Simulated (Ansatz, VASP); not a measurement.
# LiCl in VASP and in Ansatz

Contents of INCAR:

```
SYSTEM = LiCl
  PREC = Accurate
  ENCUT = 520
  EDIFF = 1E-6
  ISMEAR = 0
  SIGMA = 0.1
  LREAL = .False.
  LASPH = .True.
  NELM = 80
  ALGO = Normal
  ISIF = 2
  LWAVE = .False.
  LCHARG = .False.
  GGA = PE
  NBANDS = 42
```

Contents of KPOINTS:

```
regular mesh
0
Gamma
  6 2 4
  0 0 0
```

The input POSCAR:

```
LiCl
1.0
    3.6638346888      0.0000000000      0.0000000000
    0.0000000000     10.6139780051      0.0000000000
    0.0000000000      0.0000000000      6.4696088726
Li Cl
6 6
Direct
    0.5000000000      0.8934456122      0.0889817782
    0.5000000000      0.6051217077      0.9179872952
    0.0000000000      0.7456430000      0.4503893949
    0.5000000000      0.1065543878      0.5889817782
    0.5000000000      0.3948782923      0.4179872952
    0.0000000000      0.2543570000      0.9503893949
    0.5000000000      0.5971468060      0.5554984897
    0.5000000000      0.9075837267      0.4479355362
    0.0000000000      0.7413444676      0.0391334994
    0.5000000000      0.4028531940      0.0554984897
    0.5000000000      0.0924162733      0.9479355362
    0.0000000000      0.2586555324      0.5391334994
```

Input for Ansatz:

```yaml
crystal:
  lattice:
    - [3.6638346888, 0.0, 0.0]
    - [0.0, 10.6139780051, 0.0]
    - [0.0, 0.0, 6.4696088726]
  atoms:
    - { symbol: Li, position: [0.5, 0.8934456122, 0.0889817782] }
    - { symbol: Li, position: [0.5, 0.6051217077, 0.9179872952] }
    - { symbol: Li, position: [0.0, 0.745643, 0.4503893949] }
    - { symbol: Li, position: [0.5, 0.1065543878, 0.5889817782] }
    - { symbol: Li, position: [0.5, 0.3948782923, 0.4179872952] }
    - { symbol: Li, position: [0.0, 0.254357, 0.9503893949] }
    - { symbol: Cl, position: [0.5, 0.597146806, 0.5554984897] }
    - { symbol: Cl, position: [0.5, 0.9075837267, 0.4479355362] }
    - { symbol: Cl, position: [0.0, 0.7413444676, 0.0391334994] }
    - { symbol: Cl, position: [0.5, 0.402853194, 0.0554984897] }
    - { symbol: Cl, position: [0.5, 0.0924162733, 0.9479355362] }
    - { symbol: Cl, position: [0.0, 0.2586555324, 0.5391334994] }
basis:
  ecutwfc: 420
kpoints:
  mp_grid: { grid: [6, 2, 4] }
hamiltonian:
  xc: pbe
scf:
  occupations: { method: gaussian, width: 0.1 }
  lower_state_search: "off"
output:
  forces: true
  stress: true
  eigenvalues: true
```

Change from the starting cell: the structure that the rattled cell fell into.

Alike in both runs: task single point; functional PBE; k mesh 6 × 2 × 4; occupations gaussian, width 0.1 eV; no spin polarisation.

```csv
,VASP,Ansatz
version,VASP 6.6.1,Ansatz 0.2.0
potentials or method,"VASP PAW PBE potentials, release 64 (Li_sv, Cl), cutoff 520 eV","scalar-relativistic, plane waves, PAW"
valence electrons in the cell,60,60
```

VASP gave:

```
gap on the k mesh at the Fermi level (eV) : 5.43
least direct gap on the mesh (eV)         : 5.43
```

Task: What did Ansatz give for the same quantities?

Result: gap on the k mesh at the Fermi level (eV): 5.42; least direct gap on the mesh (eV): 5.42.

Noted on VASP's run: the cutoff is under 1.25 times that of the potentials, so the pressure is a little rough.
